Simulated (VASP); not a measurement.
The system is Si3F.

```
CELL_PARAMETERS angstrom
6.10556 0.00000 0.00000
-3.05278 5.28757 0.00000
0.00000 0.00000 3.45868
ATOMIC_POSITIONS crystal
Si 0.38506 0.29878 0.25000
Si 0.08628 0.38506 0.75000
Si 0.70122 0.08628 0.25000
Si 0.61494 0.70122 0.75000
Si 0.91372 0.61494 0.25000
Si 0.29878 0.91372 0.75000
F 0.33333 0.66667 0.25000
F 0.66667 0.33333 0.75000
```

```yaml
Program: VASP 6.6.1
Task: relaxation of cell and atoms
Functional: PBE
Potentials_or_basis: VASP PAW PBE potentials, release 64 (Si, F)
Cutoff: 600 eV
k_mesh: 3 × 3 × 6
Occupations: gaussian, width 0.1 eV
Spin: no spin polarisation
```

At the start: pressure 9.3 GPa; volume 13.96 Å³/atom.

Q: Where does the relaxation end?

A: Over 14 steps the energy falls by 276.4 meV/atom and the volume is 14.00 Å³/atom (+0.3 %); space group P6_3/m (No. 176, to 0.1 Å) before and after.

The path:
```tsv
step	energy change (eV)	largest force (eV/Å)	pressure (GPa)	volume (Å³)
1	0.0000	0.9770	9.29	111.66
2	-0.5938	0.5905	-2.38	125.20
3	-0.5977	0.5641	-3.24	126.61
4	-0.9633	0.6172	-4.22	125.23
5	-1.5068	0.4941	-4.62	121.83
6	-2.0829	0.3740	-2.22	113.13
7	-1.9701	0.0656	-0.09	110.11
8	-2.0867	0.3566	-1.99	112.75
9	-2.1268	0.0410	4.72	105.82
10	-2.1634	0.1746	1.72	108.49
11	-2.2085	0.0609	0.38	111.08
12	-2.2096	0.0441	0.15	111.67
13	-2.2096	0.0348	-0.38	112.33
14	-2.2113	0.0132	-0.12	112.00
```

Final structure:
```yaml
crystal:
  lattice:
    - [5.46194, 0.00000, 0.00000]
    - [-2.73097, 4.73018, 0.00000]
    - [0.00000, 0.00000, 4.33490]
  atoms:
    - { symbol: Si, position: [0.32306, 0.21698, 0.25000] }
    - { symbol: Si, position: [0.10608, 0.32306, 0.75000] }
    - { symbol: Si, position: [0.78302, 0.10608, 0.25000] }
    - { symbol: Si, position: [0.67694, 0.78302, 0.75000] }
    - { symbol: Si, position: [0.89392, 0.67694, 0.25000] }
    - { symbol: Si, position: [0.21698, 0.89392, 0.75000] }
    - { symbol: F, position: [0.33333, 0.66667, 0.25000] }
    - { symbol: F, position: [0.66667, 0.33333, 0.75000] }
```

Caveat: the k points lie up to 0.44 Å⁻¹ apart in the final cell, too coarse for converged energies and pressures of a metal; a cell axis changed by over 15 % at a fixed basis, so the end point is rough.
